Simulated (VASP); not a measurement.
Write the native input for VASP 6.6.1 that does the following.

* Task: single point
* Functional: PBEsol
* Potentials or basis: VASP PAW PBE potentials, release 64 (Fe)
* Cutoff: 520 eV
* k mesh: 11 × 11 × 11
* Occupations: fermi-dirac, width 0.05 eV
* Spin: collinear spin, ferromagnetic start
* Starting moments: [1.5] μB
* Fixed moment: 1.5 μB
* Dipole correction: no
* Further INCAR settings: ALGO = Normal; EDIFF = 1e-06; NBANDS = 14

The structure of Fe lies in POSCAR:

```
Fe
1.0
   -1.4430000000      1.4430000000      1.4430000000
    1.4430000000     -1.4430000000      1.4430000000
    1.4430000000      1.4430000000     -1.4430000000
Fe
1
Direct
    0.0000000000      0.0000000000      0.0000000000
```

The input as run:

INCAR

```
SYSTEM = Fe
  ALGO = Normal
  EDIFF = 1E-6
  ENCUT = 520
  GGA = PS
  ISIF = 2
  ISMEAR = -1
  ISPIN = 2
  LASPH = .TRUE.
  LCHARG = .FALSE.
  LMAXMIX = 4
  LORBIT = 11
  LREAL = .FALSE.
  LWAVE = .FALSE.
  MAGMOM = 1.5
  NBANDS = 14
  NELM = 150
  NUPDOWN = 1.5
  PREC = Accurate
  SIGMA = 0.05
```

KPOINTS

```
k-points
0
G
  11 11 11
  0 0 0
```

Potentials or basis: VASP PAW PBE potentials, release 64 (Fe).

Launch:

```bash
$ cat potpaw_PBE.64/Fe/POTCAR > POTCAR
$ mpirun -np 1 vasp_std > vasp.out
```

Results of the run:

```
Pressure                                              : -28.0 GPa
Net moment                                            : 1.50 μB per cell
Site moments                                          : Fe +1.52 μB
Valence electrons inside the program's atomic spheres : Fe 7.16
```

Caveat: the PAW data sets were made with another functional, which shifts forces and pressure a little; the total moment is fixed, so each spin has its own Fermi level.

It took 11 s on 1 thread of AMD EPYC 9R45 (Zen 5) (shared host), peak memory 0.1 GiB.
